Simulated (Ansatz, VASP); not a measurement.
**Two plane-wave programs on SiC**

```
CELL_PARAMETERS angstrom
3.07600 0.00000 0.00000
-1.53800 2.66389 0.00000
0.00000 0.00000 5.04800
ATOMIC_POSITIONS crystal
Si 0.33333 0.66667 0.00000
Si 0.66667 0.33333 0.50000
C 0.33333 0.66667 0.38500
C 0.66667 0.33333 0.88500
```

Alike in both runs: task electric field gradients; functional PBE; k mesh 15 × 15 × 8; occupations fermi-dirac, width 0.08 eV; no spin polarisation.

```csv
,VASP,Ansatz
version,VASP 6.6.1,Ansatz 0.2.0
potentials or method,"VASP PAW PBE potentials, release 64 (Si, C)","PAW with Ansatz's default frozen-core files, scalar-relativistic"
plane-wave cutoff (eV),520,420
valence electrons in the cell,16,16
```

|  | VASP | Ansatz | Ansatz less VASP |
| --- | --- | --- | --- |
| pressure (GPa) | 3.6 | 3.7 | +0.06 |
| traceless stress, the component that is largest in VASP (GPa) | -3.23 | -3.24 | -0.017 |
| rms of the force components (eV/Å) | 0.435 | 0.435 | 0.0000 |
| size of Vzz on the site where it differs most (V/Å²) | 17.4 | 16.8 | -0.60 |

Atom by atom the forces differ by 0.000 eV/Å (rms over components).
